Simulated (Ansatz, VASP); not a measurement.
**Ba: VASP beside Ansatz**

```
Ba
1.0
    -2.54317    2.54317    2.52265
     2.54317   -2.54317    2.52265
     2.54317    2.54317   -2.52265
Ba
1
Direct
  0.00000 0.00000 0.00000
```

Alike in both runs: functional r2SCAN; k mesh 12 × 12 × 12; occupations gaussian, width 0.1 eV; no spin polarisation.

Ansatz relaxed the structure, and its values are those at the end. VASP's run is a single point on that final structure, the one shown.

|  | VASP | Ansatz |
| --- | --- | --- |
| version | VASP 6.6.1 | Ansatz 0.2.0 |
| potentials or method | VASP PAW PBE potentials, release 64 (Ba_sv), cutoff 520 eV | scalar-relativistic, plane waves, PAW |
| valence electrons in the cell | 10 | 10 |

|  | VASP | Ansatz | Ansatz less VASP |
| --- | --- | --- | --- |
| gap on the k mesh at the Fermi level (eV) | none | none | - |
| pressure (GPa) | 0.0 | 0.0 | -0.05 |

VASP's potentials were made for PBE, not for r2SCAN. A gap of «none» marks a metal or a gap that the smearing closes.

Spin-orbit coupling is off throughout.
